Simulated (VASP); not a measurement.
# BN (Cm) in VASP: relaxation of cell and atoms with PBE

Aim: the relaxation of cell and atoms of BN with PBE.

Everything below comes from runs of VASP 6.6.1. Logs are shortened: lines on timing, memory, paths and dates and some standing lists are left out, and cuts for length are marked.

### 1 The cell of the first run

Symmetry: Cm, No. 8, monoclinic system. Conventional cell: a = 13.109 Å, b = 2.512 Å, c = 4.399 Å, α = 90.00°, β = 90.52°, γ = 90.00°. B (site symmetry m) has 3 N at 1.43 to 1.54 Å within 1.9 Å. Within 1.9 Å of B (site symmetry m) lie 3 N at 1.44 to 1.48 Å. B (site symmetry m) has 3 N at 1.44 to 1.52 Å within 1.9 Å. B (site symmetry m) has 4 N at 1.53 to 1.57 Å within 2.0 Å. N (site symmetry m) has 4 B at 1.52 to 1.57 Å within 2.0 Å. Within 1.9 Å of N (site symmetry m) lie 3 B at 1.43 to 1.56 Å. N (site symmetry m) has 3 B at 1.44 to 1.53 Å within 1.9 Å. Within 1.9 Å of N (site symmetry m) lie 3 B at 1.44 to 1.48 Å.

### 2 Relaxation of cell and atoms, PBE

The input, INCAR:

```
SYSTEM = BN
PREC = Accurate ; ENCUT = 600
EDIFF = 1E-7 ; ISMEAR = 0
SIGMA = 0.02 ; LREAL = .FALSE.
LASPH = .TRUE. ; NELM = 60
ALGO = Normal ; ISIF = 3
LWAVE = .FALSE. ; LCHARG = .FALSE.
GGA = PE ; IBRION = 2
NSW = 100 ; EDIFFG = -0.005
```

The input, KPOINTS:

```
Automatic mesh
0
G
  12 12 6
  0 0 0
```

The input, POSCAR:

```
BN
1.0
    6.5544910000     -1.2559910000      0.0000000000
    6.5544910000      1.2559910000      0.0000000000
   -0.0398360000      0.0000000000      4.3983230000
B N
4 4
Direct
    0.0000830000      0.0000830000      0.9988240000
    0.2000110000      0.2000110000      0.4277020000
    0.8657530000      0.8657530000      0.3805750000
    0.5315310000      0.5315310000      0.4982820000
    0.9807680000      0.9807680000      0.3431060000
    0.5061550000      0.5061550000      0.8431640000
    0.6468950000      0.6468950000      0.4437980000
    0.3123020000      0.3123020000      0.3930490000
```

Potentials or basis: VASP PAW PBE potentials, release 64 (B, N).

On the command line:

```bash
$ cat potpaw_PBE.64/B/POTCAR potpaw_PBE.64/N/POTCAR > POTCAR
$ mpirun -np 1 vasp_std > vasp.out
```

OUTCAR:

```text
SYSTEM = BN
   PREC = Accurate
   ENCUT = 600
   EDIFF = 1E-7
   ISMEAR = 0
   LREAL = .FALSE.
   LASPH = .TRUE.
   NELM = 60
   ISIF = 3
   GGA = PE
   IBRION = 2
   NSW = 100
   EDIFFG = -0.005

 ion  position               nearest neighbor table
   1  0.000  0.000  0.999-   6 1.43   6 1.43   5 1.54
   2  0.200  0.200  0.428-   7 1.44   7 1.44   8 1.48
   3  0.866  0.866  0.381-   8 1.44   8 1.44   5 1.52
   4  0.532  0.532  0.498-   7 1.53   6 1.56   5 1.57   5 1.57
   5  0.981  0.981  0.343-   3 1.52   1 1.54   4 1.57   4 1.57
   6  0.506  0.506  0.843-   1 1.43   1 1.43   4 1.56
   7  0.647  0.647  0.444-   2 1.44   2 1.44   4 1.53
   8  0.312  0.312  0.393-   3 1.44   3 1.44   2 1.48

  LATTYP: Found a base centered monoclinic cell.
 ALAT       =    13.1089820000
 B/A-ratio  =     0.1916229651
 C/A-ratio  =     0.3355335598
 COS(beta)  =    -0.0090567169

  Lattice vectors:

 A1 = (   6.5544910000,  -1.2559910000,   0.0000000000)
 A2 = (   6.5544910000,   1.2559910000,   0.0000000000)
 A3 = (  -0.0398360000,   0.0000000000,   4.3983230000)

Analysis of symmetry for initial positions (statically):
=====================================================================
 Subroutine PRICEL returns:
 Original cell was already a primitive cell.

 Routine SETGRP: Setting up the symmetry group for a
 base centered monoclinic supercell.

 Subroutine GETGRP returns: Found  2 space group operations
 (whereof  2 operations were pure point group operations)
 out of a pool of  4 trial point group operations.

The static configuration has the point symmetry C_1h.

Analysis of symmetry for dynamics (positions and initial velocities):
=====================================================================
 Subroutine PRICEL returns:
 Original cell was already a primitive cell.

 Routine SETGRP: Setting up the symmetry group for a
 base centered monoclinic supercell.

 Subroutine GETGRP returns: Found  2 space group operations
 (whereof  2 operations were pure point group operations)
 out of a pool of  4 trial point group operations.

The dynamic configuration has the point symmetry C_1h.

 Subroutine INISYM returns: Found  2 space group operations
 (whereof  2 operations are pure point group operations),
 and found     1 'primitive' translations

----------------------------------------------------------------------------------------

[... 112 lines left out ...]
   POTIM  = 0.5000    time-step for ionic-motion
   TEBEG  =    0.0;   TEEND  =   0.0 temperature during run
   PSTRESS=    0.0 pullay stress
   NELECT =      32.0000    total number of electrons
   NUPDOWN=      -1.0000    fix difference up-down
   EMIN   =  10.00;   EMAX   =-10.00  energy-range for DOS
   EFERMI =   0.00;   METHOD = LEGACY
   ISMEAR =     0;   SIGMA  =   0.02  broadening in eV -4-tet -1-fermi 0-gaus
   EFERMI_NEDOS =   21; number of points for ismear=-14 and -15
   IALGO  =     38    algorithm
   IMIX   =      4    mixing-type and parameters
     AMIX     =   0.40;   BMIX     =  1.00
     AMIX_MAG =   1.60;   BMIX_MAG =  1.00
  volume/ion in A,a.u.               =       9.05        61.09
  Fermi-wavevector in a.u.,A,eV,Ry     =   1.246935  2.356366 21.154990  1.554848
  Thomas-Fermi vector in A             =   2.381090
   LORBIT       =      0    0 simple, 1 ext, 2 COOP (PROOUT), +10 PAW based schemes
   GGA     = PE    functional components
   LHFCALC =     F    Hartree Fock is set to
   AEXX    =    0.0000 exact exchange contribution
   IVDW    =     0    specifies the selected vdW correction
   LEPSILON=     F    determine dielectric tensor
   LRPA    =     F    only Hartree local field effects (RPA)
 conjugate gradient relaxation of ions
 non-spin polarized calculation
 Gauss-broadening in eV      SIGMA  =   0.02
  energy-cutoff  :      600.00
  volume of cell :       72.42
 maximum number of plane-waves:      2444
 NGX is ok and might be reduce to    54
   NGX = 27   NGY = 27   NGZ = 17

--------------------------------------- Ionic step        1  -------------------------------------------

 number of electron      32.0000001 magnetization

 Free energy of the ion-electron system (eV)
  ---------------------------------------------------
  ext. energy  EPLUGINS =         0.00000000
  ---------------------------------------------------
  free energy    TOTEN  =       -69.32457351 eV

  energy without entropy =      -69.32457351  energy(sigma->0) =      -69.32457351

------------------------ aborting loop because EDIFF is reached ----------------------------------------

  FORCE on cell =-STRESS in cart. coord.  units (eV):
  Direction    XX          YY          ZZ          XY          YZ          ZX
  --------------------------------------------------------------------------------------
  -------------------------------------------------------------------------------------
  Total       -0.0727921     -0.0774653     -0.0649260      0.0000000      0.0000000     -0.0068958
  in kB       -1.6104680     -1.7138595     -1.4364381      0.0000000      0.0000000     -0.1525642
  external PRESSURE =      -1.5869219 kB  Pullay stress =       0.0000000 kB
[... 281 lines left out ...]
--------------------------------------- Ionic step        8  -------------------------------------------

 number of electron      32.0000001 magnetization

 Free energy of the ion-electron system (eV)
  ---------------------------------------------------
  ext. energy  EPLUGINS =         0.00000000
  ---------------------------------------------------
  free energy    TOTEN  =       -69.32462008 eV

  energy without entropy =      -69.32462008  energy(sigma->0) =      -69.32462008

 E-fermi :   3.3264     XC(G=0):  -9.8993

 val. band max:        3.1864218691   @ k =   0.5000   0.0000   0.5000
 cond. band min:       4.7589862782   @ k =   0.5000   0.0000   0.5000
 fundamental gap:      1.5725644091
 Fermi energy:         3.3264225184

 k-point     1 :       0.0000    0.0000    0.0000
  band No.  band energies     occupation
      1     -16.1317      2.00000
      2     -14.1767      2.00000
      3     -13.0880      2.00000
      4     -12.3777      2.00000
      5      -6.7032      2.00000
      6      -4.9034      2.00000
[... 565 lines left out ...]
     20      10.9764      0.00000
     21      11.6685      0.00000

 [... further k-points ...]

------------------------ aborting loop because EDIFF is reached ----------------------------------------

  FORCE on cell =-STRESS in cart. coord.  units (eV):
  Direction    XX          YY          ZZ          XY          YZ          ZX
  --------------------------------------------------------------------------------------
  -------------------------------------------------------------------------------------
  Total       -0.0055190     -0.0158964      0.0156720      0.0000000      0.0000000     -0.0089719
  in kB       -0.1222128     -0.3520101      0.3470396      0.0000000      0.0000000     -0.1986735
  external PRESSURE =      -0.0423944 kB  Pullay stress =       0.0000000 kB
[... 23 lines left out ...]
  FREE ENERGIE OF THE ION-ELECTRON SYSTEM (eV)
  ---------------------------------------------------
  free  energy   TOTEN  =       -69.3246200842 eV

  energy  without entropy=      -69.3246200842  energy(sigma->0) =      -69.32462008

 reached required accuracy - stopping structural energy minimisation
```

OSZICAR:

```text
N       E                     dE             d eps       ncg     rms          rms(c)
DAV:   1     0.176468018692E+03    0.17647E+03   -0.18163E+04 10164   0.160E+03
DAV:   2    -0.634488413381E+02   -0.23992E+03   -0.22809E+03 14368   0.344E+02
DAV:   3    -0.755330487523E+02   -0.12084E+02   -0.11996E+02 12547   0.829E+01
[... 54 lines left out ...]
       N       E                     dE             d eps       ncg     rms          rms(c)
DAV:   1    -0.693246207407E+02   -0.69874E-05   -0.10888E-03 10174   0.243E-01    0.919E-03
DAV:   2    -0.693246207692E+02   -0.28489E-07   -0.15194E-05 12621   0.295E-02    0.566E-03
DAV:   3    -0.693246201003E+02    0.66891E-06   -0.11916E-06 12662   0.894E-03    0.142E-03
DAV:   4    -0.693246200842E+02    0.16095E-07   -0.19291E-07 10165   0.359E-03
   8 F= -.69324620E+02 E0= -.69324620E+02  d E =-.633128E-05
```

It took 27 min on 1 thread of AMD EPYC 9R45 (Zen 5), shared host; peak memory 0.54 GiB.

What came out:

- Free energy: -69.3246 eV
- Relaxed volume: 9.04 Å³/atom
- Relaxed cell: a = 6.672 Å, b = 6.672 Å, c = 4.396 Å, α = 90.55°, β = 90.55°, γ = 21.70°
- Space group after relaxing (to 0.1 Å): Cm (No. 8)
- Energy gained by relaxing: 0.0 meV/atom
- Ionic steps: 8
- Pressure after relaxing: 0.0 GPa
- Largest force after relaxing: 0.004 eV/Å
- Band gap on the k mesh: 1.57 eV

Forces on the atoms (eV/Å):
```
B   -0.002  0.000  0.000
B   -0.001  0.000  0.002
B    0.002  0.000 -0.003
B    0.001  0.000  0.001
N   -0.003  0.000 -0.001
N    0.002  0.000  0.000
N    0.003  0.000  0.003
N   -0.002  0.000 -0.001
```

Final structure:
```
CELL_PARAMETERS angstrom
6.55263 -1.25584 -0.00219
6.55263 1.25584 -0.00219
-0.04130 0.00000 4.39620
ATOMIC_POSITIONS crystal
B 0.00007 0.00007 0.99882
B 0.20002 0.20002 0.42781
B 0.86576 0.86576 0.38044
B 0.53154 0.53154 0.49832
N 0.98079 0.98079 0.34308
N 0.50614 0.50614 0.84310
N 0.64689 0.64689 0.44401
N 0.31231 0.31231 0.39291
```
